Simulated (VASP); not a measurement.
Al:

```
Al
1.0
    -1.40985    2.88876    4.31134
     1.40985   -2.88876    4.31134
     1.40985    2.88876   -4.31134
Al
4
Direct
  0.73563 0.00000 0.73563
  0.26437 0.00000 0.26437
  0.21804 0.71804 0.50000
  0.78196 0.28196 0.50000
```

The cell was generated, and may not be a known phase.

* Program: VASP 6.6.1
* Task: relaxation of cell and atoms
* Functional: PBE
* Potentials or basis: VASP PAW PBE potentials, release 64 (Al)
* Cutoff: 600 eV
* k mesh: 18 × 18 × 18
* Occupations: gaussian, width 0.1 eV
* Spin: no spin polarisation

At the start: pressure -0.0 GPa; volume 17.56 Å³/atom.

**Question.** Where does the relaxation end?

**Answer.** Over 12 steps the energy falls by 5.0 meV/atom and the volume is 17.40 Å³/atom (-0.9 %); space group Immm (No. 71, to 0.1 Å) before and after.

Step by step:
```tsv
step	energy change (eV)	largest force (eV/Å)	pressure (GPa)	volume (Å³)
1	0.0000	0.0511	-0.01	70.24
2	-0.0041	0.0483	-0.08	70.22
3	-0.0096	0.1478	-0.22	70.16
4	-0.0127	0.1051	0.11	69.76
5	-0.0140	0.1086	0.58	69.23
6	-0.0160	0.1047	0.39	69.36
7	-0.0180	0.0947	0.00	69.65
8	-0.0192	0.0641	-0.04	69.66
9	-0.0197	0.0237	-0.08	69.68
10	-0.0200	0.0174	0.01	69.59
11	-0.0201	0.0106	0.10	69.50
12	-0.0201	0.0028	-0.01	69.61
```

Final structure:
```cif
data_structure
_symmetry_space_group_name_H-M 'P 1'
_symmetry_Int_Tables_number 1
_cell_length_a 5.4430
_cell_length_b 5.4430
_cell_length_c 5.4430
_cell_angle_alpha 150.156
_cell_angle_beta 118.543
_cell_angle_gamma 69.806
_cell_volume 69.61
loop_
_atom_site_label
_atom_site_type_symbol
_atom_site_fract_x
_atom_site_fract_y
_atom_site_fract_z
_atom_site_occupancy
Al1 Al 0.74241 0.00000 0.74241 1
Al2 Al 0.25759 0.00000 0.25759 1
Al3 Al 0.22464 0.72464 0.50000 1
Al4 Al 0.77536 0.27536 0.50000 1
```

Caveat: the highest band is partly filled, so the run has too few bands.
